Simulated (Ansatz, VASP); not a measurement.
# One calculation of Ag, two programs

```xyz
4
Lattice="2.9204 0.0000 0.0000 -1.4602 2.5292 0.0000 0.0000 0.0000 11.0186" Properties=species:S:1:pos:R:3 pbc="T T T"
Ag    0.0000    1.6861    2.7546
Ag    1.4602    0.8431    8.2639
Ag    0.0000    0.0000    0.0000
Ag    0.0000    0.0000    5.5093
```

Alike in both runs: task single point; functional PBEsol; k mesh 18 × 18 × 4; occupations gaussian, width 0.1 eV; no spin polarisation.

|  | VASP | Ansatz |
| --- | --- | --- |
| version | VASP 6.6.1 | Ansatz 0.2.0 |
| potentials or method | VASP PAW PBE potentials, release 64 (Ag), cutoff 520 eV | scalar-relativistic, plane waves, PAW |
| valence electrons in the cell | 44 | 76 |

```csv
,VASP,Ansatz,Ansatz less VASP
gap on the k mesh at the Fermi level (eV),none,none,-
pressure (GPa),-11.7,-11.7,+0.03
"traceless stress, the component that is largest in VASP (GPa)",-3.47,-3.49,-0.021
```

VASP's potentials were made for PBE, not for PBEsol. A gap of «none» marks a metal or a gap that the smearing closes. VASP's potentials hold 44 valence electrons a cell and Ansatz's 76, so a difference there can come from the potentials and not from the codes.
